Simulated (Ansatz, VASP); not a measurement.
**ZnS: VASP beside Ansatz**

```xyz
8
Lattice="3.8227 0.0000 0.0000 -1.9114 3.3106 0.0000 0.0000 0.0000 12.5200" Properties=species:S:1:pos:R:3 pbc="T T T"
Zn    0.0000    0.0000    0.0005
Zn    0.0000    0.0000    6.2605
Zn    0.0000    2.2070    3.1304
Zn    1.9114    1.1035    9.3904
S     0.0000    0.0000    2.3455
S     0.0000    0.0000    8.6055
S     0.0000    2.2070    5.4786
S     1.9114    1.1035   11.7386
```

Alike in both runs: functional PBE; k mesh 6 × 6 × 2; occupations fermi-dirac, width 0.02 eV; no spin polarisation.

Ansatz relaxed the structure, and its values are those at the end. VASP's run is a single point on that final structure, the one shown.

|  | VASP | Ansatz |
| --- | --- | --- |
| version | VASP 6.6.1 | Ansatz 0.2.0 |
| potentials or method | VASP PAW PBE potentials, release 64 (Zn, S) | plane-wave PAW, scalar-relativistic |
| plane-wave cutoff (eV) | 520 | 420 |
| valence electrons in the cell | 72 | 72 |

|  | VASP | Ansatz | Ansatz less VASP |
| --- | --- | --- | --- |
| gap on the k mesh at the Fermi level (eV) | 2.13 | 2.13 | -0.005 |
| pressure (GPa) | 1.5 | 1.3 | -0.14 |
| rms of the force components (eV/Å) | 0.008 | 0.007 | -0.0003 |

Ansatz's warnings: stress scf threshold loose.
